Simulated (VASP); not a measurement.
A run of VASP 6.6.1 is set up as follows.

File INCAR:

```
SYSTEM = Si4F
PREC = Accurate ; ENCUT = 520
EDIFF = 1E-6 ; ISMEAR = 0
SIGMA = 0.05 ; LREAL = Auto
LASPH = .True. ; NELM = 80
ALGO = Fast ; ISIF = 2
LWAVE = .False. ; LCHARG = .False.
LDIPOL = .True. ; IDIPOL = 3
DIPOL = 0.5 0.5 0.492 ; GGA = PE
IVDW = 12 ; IBRION = 2
NSW = 90 ; EDIFFG = -0.03
```

KPOINTS

```
Automatic mesh
0
Gamma
  2 3 1
  0 0 0
```

Contents of POSCAR:

```
Si4F
1.0
    7.6671877214      0.0000000000      0.0000000000
    0.0000000000      5.4215204304      0.0000000000
    0.0000000000      0.0000000000     23.0767894867
Si F
16 4
Selective dynamics
Direct
    0.2500000000      0.0000000000      0.4041462830  F F F
    0.7500000000      0.0000000000      0.4041462830  F F F
    0.5000000000      0.2500000000      0.4041462830  F F F
    0.0000000000      0.2500000000      0.4041462830  F F F
    0.5000000000      0.5000000000      0.4872079642  F F F
    0.0000000000      0.5000000000      0.4872079642  F F F
    0.7500000000      0.7500000000      0.4872079642  F F F
    0.2500000000      0.7500000000      0.4872079642  F F F
    0.7500000000      0.0000000000      0.5702696453  T T T
    0.2500000000      0.0000000000      0.5702696453  T T T
    0.0000000000      0.2500000000      0.5702696453  T T T
    0.5000000000      0.2500000000      0.5702696453  T T T
    0.0000000000      0.5000000000      0.6533313265  T T T
    0.5000000000      0.5000000000      0.6533313265  T T T
    0.2500000000      0.7500000000      0.6533313265  T T T
    0.7500000000      0.7500000000      0.6533313265  T T T
    0.2500000000      0.8270032320      0.3466686735  T T T
    0.7500000000      0.8270032320      0.3466686735  T T T
    0.5000000000      0.4229967680      0.3466686735  T T T
    0.0000000000      0.4229967680      0.3466686735  T T T
```

Potentials or basis: VASP PAW PBE potentials, release 64 (Si, F).

Run with:

```console
$ cat potpaw_PBE.64/Si/POTCAR potpaw_PBE.64/F/POTCAR > POTCAR
$ mpirun -np 1 vasp_std > vasp.out
```

Problem. What does it give for the energy gained by relaxing?

Solution. 13.4 meV/atom.

Problem. What does it give for the band gap on the k mesh?

Solution. Zero (bands 46 and 47 overlap by 0.20 eV).

Final structure:
```
Si F
1.0
     7.66719    0.00000    0.00000
     0.00000    5.42152    0.00000
     0.00000    0.00000   23.07679
Si F
16 4
Cartesian
  1.9168 0.0000 9.3264
  5.7504 0.0000 9.3264
  3.8336 1.3554 9.3264
  0.0000 1.3554 9.3264
  3.8336 2.7108 11.2432
  0.0000 2.7108 11.2432
  5.7504 4.0661 11.2432
  1.9168 4.0661 11.2432
  5.7504 0.0423 13.1301
  1.9168 0.0423 13.1301
  0.0000 1.3131 13.1301
  3.8336 1.3131 13.1301
  0.0000 2.7987 14.8629
  3.8336 2.7987 14.8629
  1.9168 3.9782 14.8629
  5.7504 3.9782 14.8629
  1.9168 4.4891 7.9946
  5.7504 4.4891 7.9946
  3.8336 2.2878 7.9946
  0.0000 2.2878 7.9946
```

Caveat: the k points lie up to 0.41 Å⁻¹ apart.
